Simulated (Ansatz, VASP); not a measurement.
# SiGeO4: VASP beside Ansatz

```
CELL_PARAMETERS angstrom
0.00000 3.94054 3.94054
3.94054 0.00000 3.94054
3.94054 3.94054 0.00000
ATOMIC_POSITIONS crystal
Si 0.75000 0.75000 0.75000
Ge 0.50000 0.50000 0.50000
O 0.11182 0.62939 0.62939
O 0.62939 0.11182 0.62939
O 0.62939 0.62939 0.11182
O 0.62939 0.62939 0.62939
```

Alike in both runs: functional PBE; k mesh 6 × 6 × 6; occupations gaussian, width 0.02 eV; no spin polarisation.

Ansatz relaxed the structure, and its values are those at the end. VASP's run is a single point on that final structure, the one shown.

|  | VASP | Ansatz |
| --- | --- | --- |
| version | VASP 6.6.1 | Ansatz 0.2.0 |
| potentials or method | VASP PAW PBE potentials, release 64 (Si, Ge_d, O), cutoff 520 eV | scalar-relativistic, plane waves, PAW |
| valence electrons in the cell | 42 | 42 |

```csv
,VASP,Ansatz,Ansatz less VASP
gap on the k mesh at the Fermi level (eV),3.28,3.29,+0.010
least direct gap on the mesh (eV),3.28,3.29,+0.011
pressure (GPa),-6.7,-6.5,+0.19
rms of the force components (eV/Å),0.031,0.000,-0.0306
```

With one functional, cell and mesh, what is left measures potentials, basis and numerics. Ansatz's warnings: stress scf threshold loose.
